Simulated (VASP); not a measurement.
# BN (P6_3/mmc) in VASP: a series of runs, part 2 of 2

VASP 6.6.1. The steps go on from the part before.

## (3) Single point, PBEsol (strain -0.050 along x and y, +0.000 along z)

Input file INCAR:

```
SYSTEM = BN
PREC = Accurate ; ENCUT = 520
EDIFF = 1E-6 ; ISMEAR = 0
SIGMA = 0.05 ; LREAL = .FALSE.
LASPH = .TRUE. ; NELM = 80
ALGO = Normal ; ISIF = 2
LWAVE = .FALSE. ; LCHARG = .TRUE.
GGA = PS ; LELF = .TRUE.
LVHAR = .TRUE. ; NBANDS = 16
```

Input file KPOINTS:

```
Automatic mesh
0
G
  12 12 4
  0 0 0
```

Input file POSCAR:

```
BN
1.0
    2.3787921191      0.0000000000      0.0000000000
   -1.1893960596      2.0600944054      0.0000000000
    0.0000000000      0.0000000000      6.6612000000
B N
2 2
Direct
    0.3333333333      0.6666666667      0.2500000000
    0.6666666667      0.3333333333      0.7500000000
    0.3333333333      0.6666666667      0.7500000000
    0.6666666667      0.3333333333      0.2500000000
```

Potentials or basis: VASP PAW PBE potentials, release 64 (B, N).

Run with:

```bash
> cat potpaw_PBE.64/B/POTCAR potpaw_PBE.64/N/POTCAR > POTCAR
> mpirun -np 1 vasp_std > vasp.out
```

OUTCAR:

```text
SYSTEM = BN
   PREC = Accurate
   ENCUT = 520
   EDIFF = 1E-6
   ISMEAR = 0
   LREAL = .FALSE.
   LASPH = .TRUE.
   NELM = 80
   ISIF = 2
   GGA = PS

 ion  position               nearest neighbor table
   1  0.333  0.667  0.250-   4 1.37   4 1.37   4 1.37
   2  0.667  0.333  0.750-   3 1.37   3 1.37   3 1.37
   3  0.333  0.667  0.750-   2 1.37   2 1.37   2 1.37
   4  0.667  0.333  0.250-   1 1.37   1 1.37   1 1.37

  LATTYP: Found a hexagonal cell.
 ALAT       =     2.3787921191
 C/A-ratio  =     2.8002446899

  Lattice vectors:

 A1 = (   2.3787921191,   0.0000000000,   0.0000000000)
 A2 = (  -1.1893960596,   2.0600944054,   0.0000000000)
 A3 = (   0.0000000000,   0.0000000000,   6.6612000000)

Analysis of symmetry for initial positions (statically):
=====================================================================
 Subroutine PRICEL returns:
 Original cell was already a primitive cell.

 Routine SETGRP: Setting up the symmetry group for a
 hexagonal supercell.

 Subroutine GETGRP returns: Found 24 space group operations
 (whereof 12 operations were pure point group operations)
 out of a pool of 24 trial point group operations.

The static configuration has the point symmetry D_3d.
 The point group associated with its full space group is D_6h.

Analysis of symmetry for dynamics (positions and initial velocities):
=====================================================================
 Subroutine PRICEL returns:
 Original cell was already a primitive cell.

 Routine SETGRP: Setting up the symmetry group for a
 hexagonal supercell.

 Subroutine GETGRP returns: Found 24 space group operations
 (whereof 12 operations were pure point group operations)
 out of a pool of 24 trial point group operations.

The dynamic configuration has the point symmetry D_3d.
 The point group associated with its full space group is D_6h.

 Subroutine INISYM returns: Found 24 space group operations
 (whereof 12 operations are pure point group operations),
 and found     1 'primitive' translations

[... 115 lines left out ...]
   IALGO  =     38    algorithm
   IMIX   =      4    mixing-type and parameters
     AMIX     =   0.40;   BMIX     =  1.00
     AMIX_MAG =   1.60;   BMIX_MAG =  1.00
  volume/ion in A,a.u.               =       8.16        55.07
  Fermi-wavevector in a.u.,A,eV,Ry     =   1.290772  2.439205 22.668555  1.666092
  Thomas-Fermi vector in A             =   2.422583
   LORBIT       =      0    0 simple, 1 ext, 2 COOP (PROOUT), +10 PAW based schemes
   GGA     = PS    functional components
   LHFCALC =     F    Hartree Fock is set to
   AEXX    =    0.0000 exact exchange contribution
   IVDW    =     0    specifies the selected vdW correction
   LEPSILON=     F    determine dielectric tensor
   LRPA    =     F    only Hartree local field effects (RPA)
 non-spin polarized calculation
 Gauss-broadening in eV      SIGMA  =   0.05
  energy-cutoff  :      520.00
  volume of cell :       32.64
 maximum number of plane-waves:       901
 NGX is ok and might be reduce to    18
   NGX =  9   NGY =  9   NGZ = 25

 number of electron      16.0000003 magnetization

 Free energy of the ion-electron system (eV)
  ---------------------------------------------------
  ext. energy  EPLUGINS =         0.00000000
  ---------------------------------------------------
  free energy    TOTEN  =       -35.85019062 eV

  energy without entropy =      -35.85019062  energy(sigma->0) =      -35.85019062

 E-fermi :   3.1714     XC(G=0): -10.5965

 val. band max:        2.8531123992   @ k =   0.3333   0.3333   0.5000
 cond. band min:       7.2519147239   @ k =   0.5000  -0.0000   0.0000
 fundamental gap:      4.3988023247
 Fermi energy:         3.1713714263

 k-point     1 :       0.0000    0.0000    0.0000
  band No.  band energies     occupation
      1     -15.8467      2.00000
      2     -15.5656      2.00000
      3      -4.2382      2.00000
      4      -2.2062      2.00000
      5       1.7590      2.00000
      6       1.7590      2.00000
[... 433 lines left out ...]
      3      -4.3504      2.00000
      4      -4.3021      2.00000
      5      -0.8649      2.00000
      6      -0.8317      2.00000
[... 8 lines left out ...]
     15      21.0990      0.00000
     16      22.9556      0.00000

 [... further k-points ...]
[... 5 lines left out ...]
  --------------------------------------------------------------------------------------
  -------------------------------------------------------------------------------------
  Total       14.2443047     14.2443047      0.1772077     -0.0000000      0.0000000      0.0000000
  in kB      699.1264800    699.1264799      8.6975506     -0.0000000      0.0000000      0.0000000
  external PRESSURE =     468.9835035 kB  Pullay stress =       0.0000000 kB

 VOLUME and BASIS-vectors are now :
 -----------------------------------------------------------------------------
  energy-cutoff  :      520.00
  volume of cell :       32.64
      direct lattice vectors                 reciprocal lattice vectors
     2.378792119  0.000000000  0.000000000     0.420381416  0.242707324  0.000000000
    -1.189396060  2.060094405  0.000000000     0.000000000  0.485414648  0.000000000
     0.000000000  0.000000000  6.661200000     0.000000000  0.000000000  0.150123101

 POSITION                                       TOTAL-FORCE (eV/Angst)
 -----------------------------------------------------------------------------------
     -0.00000      1.37340      1.66530        -0.000000     -0.000000      0.000000
      1.18940      0.68670      4.99590         0.000000      0.000000      0.000000
     -0.00000      1.37340      4.99590        -0.000000     -0.000000      0.000000
      1.18940      0.68670      1.66530        -0.000000      0.000000      0.000000
 -----------------------------------------------------------------------------------
    total drift:                               -0.000000      0.000000      0.000000

  FREE ENERGIE OF THE ION-ELECTRON SYSTEM (eV)
  ---------------------------------------------------
  free  energy   TOTEN  =       -35.8501906232 eV

  energy  without entropy=      -35.8501906232  energy(sigma->0) =      -35.85019062
```

stdout:

```text
POSCAR found type information on POSCAR B N
 POSCAR found :  2 types and       4 ions
 scaLAPACK will be used
 -----------------------------------------------------------------------------
|                                                                             |
|                                                                             |
|     You enforced a specific xc type in the INCAR file but a different       |
|     I HOPE YOU KNOW WHAT YOU ARE DOING!                                     |
|                                                                             |
 -----------------------------------------------------------------------------

 LDA part: xc-table for (Slater+PW92), standard interpolation
 POSCAR, INCAR and KPOINTS ok, starting setup
 FFT: planning ... GRIDC
 FFT: planning ... GRID_SOFT
 FFT: planning ... GRID
 WAVECAR not read
 entering main loop
```

Run time: 27 s. Hardware: 1 thread of AMD EPYC 7R43 (Zen 3), shared host; peak memory 0.11 GiB.

Results:

```yaml
Free_energy: -35.8502 eV
Pressure: 46.9 GPa
Band_gap_on_the_k_mesh: 4.40 eV, indirect (least direct gap 4.96 eV)
```

Caveat: the cell differs from its parent crystal (strain -0.050 along x and y, +0.000 along z); the PAW data sets were made with another functional, which shifts forces and pressure a little; this functional lacks dispersion, which binds the layers, so the pressure and a relaxed spacing across them are unreliable.

## (4) Single point, PBEsol (strain -0.025 along x and y, -0.050 along z)

Input file INCAR:

```
PREC = Accurate
ENCUT = 520
EDIFF = 1E-6
ISMEAR = 0
SIGMA = 0.05
LREAL = F
LASPH = T
NELM = 60
ALGO = Normal
ISIF = 2
LWAVE = F
LCHARG = F
GGA = PS
NBANDS = 16
```

Input file KPOINTS:

```
Automatic mesh
0
Gamma
  12 12 4
```

Input file POSCAR:

```
BN
1.0
    2.4413919117      0.0000000000      0.0000000000
   -1.2206959559      2.1143074161      0.0000000000
    0.0000000000      0.0000000000      6.3281400000
B N
2 2
Direct
    0.3333333333      0.6666666667      0.2500000000
    0.6666666667      0.3333333333      0.7500000000
    0.3333333333      0.6666666667      0.7500000000
    0.6666666667      0.3333333333      0.2500000000
```

Run with:

```bash
> cat potpaw_PBE.64/B/POTCAR potpaw_PBE.64/N/POTCAR > POTCAR
> mpirun -np 1 vasp_std > vasp.out
```

Wall time 23 s (1 thread of AMD EPYC 7R43 (Zen 3), shared host); peak memory 0.12 GiB.

The run converged. Its results:

```yaml
Free_energy: -36.3740 eV
Pressure: 22.9 GPa
Band_gap_on_the_k_mesh: 4.18 eV, indirect (least direct gap 4.61 eV)
```

Stress tensor (GPa, compression positive):
```
33.04  0.00  0.00
 0.00 33.04  0.00
 0.00  0.00  2.53
```

Levels at points of the mesh, in eV from the valence-band top:
```
           k point  band 4  band 5  band 6  band 7  band 8  band 9  band 10  band 11  band 12  band 13
(0.00, 0.00, 0.00)   -4.27   -1.24   -1.24   -1.19   -1.19    5.34    11.03    12.10    12.10    12.27
(0.50, 0.00, 0.00)   -9.18   -4.29   -4.19   -1.73   -0.43    4.18     5.95    10.15    10.65    12.95
(0.00, 0.00, 0.50)   -5.77   -1.21   -1.21   -1.21   -1.21    8.12     8.12    12.18    12.18    12.18
(0.50, 0.00, 0.50)   -9.23   -4.24   -4.24   -1.04   -1.04    4.74     4.74    10.66    10.66    14.02
```

Caveat: the cell differs from its parent crystal (strain -0.025 along x and y, -0.050 along z); the PAW data sets were made with another functional, which shifts forces and pressure a little; this functional lacks dispersion, which binds the layers, so the pressure and a relaxed spacing across them are unreliable.

## (5) Overview

```csv
cell,gap on the mesh (eV),pressure (GPa)
"a = 2.379, b = 2.379, c = 6.495 Å, angles 90.0, 90.0, 120.0°, 4 atoms",4.35,48.4
"a = 2.379, b = 2.379, c = 6.661 Å, angles 90.0, 90.0, 120.0°, 4 atoms",4.40,46.9
"a = 2.441, b = 2.441, c = 6.328 Å, angles 90.0, 90.0, 120.0°, 4 atoms",4.18,22.9
```

Alike in all rows: task single point; level PBEsol; potentials or basis VASP PAW PBE potentials, release 64 (B, N); no spin polarisation; k mesh 12 × 12 × 4; cutoff (eV) 520; smearing gaussian 0.05 eV.

Caveats: the PAW data sets were made with another functional, which shifts forces and pressure a little; this functional lacks dispersion, which binds the layers, so the pressure and a relaxed spacing across them are unreliable (some runs).

Total energies depend on the potentials used, so only differences within one code and one set of settings carry meaning.
